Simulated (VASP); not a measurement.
Write the native input for VASP 6.6.1 that does the following.

```yaml
Task: single point
Functional: r2SCAN
Potentials_or_basis: VASP PAW PBE potentials, release 64 (C)
Cutoff: 520 eV
k_mesh: 18 × 18 × 4
Occupations: gaussian, width 0.15 eV
Spin: no spin polarisation
Dipole_correction: no
Further_INCAR_settings: ALGO = Normal; EDIFF = 1e-07; NBANDS = 11
```

C, a slab with vacuum:

```xyz
2
Lattice="2.4560 0.0000 0.0000 -1.2280 2.1269 0.0000 0.0000 0.0000 8.5238" Properties=species:S:1:pos:R:3 pbc="T T T"
C     0.0000    1.4179    0.0000
C     1.2280    0.7090    0.0000
```

One way to write it, as run:

POSCAR

```
C
1.0
    2.4559599778      0.0000000000      0.0000000000
   -1.2279799889      2.1269237315      0.0000000000
    0.0000000000      0.0000000000      8.5238459025
C
2
Direct
    0.3333333333      0.6666666667      0.0000000000
    0.6666666667      0.3333333333      0.0000000000
```

INCAR.step1

```
SYSTEM = C
ALGO = Normal
EDIFF = 1E-4
ENCUT = 520
GGA = PE
ISMEAR = 0
LASPH = .True.
LCHARG = .False.
LREAL = .False.
LWAVE = .True.
NBANDS = 11
NELM = 80
PREC = Accurate
SIGMA = 0.15
```

INCAR.step2

```
SYSTEM = C
ALGO = Normal
EDIFF = 1E-7
ENCUT = 520
ISIF = 2
ISMEAR = 0
ISTART = 1
LASPH = .True.
LCHARG = .False.
LMIXTAU = .True.
LREAL = .False.
LWAVE = .False.
METAGGA = R2SCAN
NBANDS = 11
NELM = 80
PREC = Accurate
SIGMA = 0.15
```

KPOINTS

```
k-points
0
Gamma
  18 18 4
  0 0 0
```

Potentials or basis: VASP PAW PBE potentials, release 64 (C).

Run with:

```console
$ cat potpaw_PBE.64/C/POTCAR > POTCAR
$ cp INCAR.step1 INCAR
$ mpirun -np 1 vasp_std > vasp.out
$ cp INCAR.step2 INCAR
$ mpirun -np 1 vasp_std > vasp.out
```

It gave:

```json
{"Band gap on the k mesh": "zero (filled and empty bands touch)"}
```

It took 7.8 min on 1 thread of AMD EPYC 7R13, with other jobs on the host, peak memory 0.15 GiB.
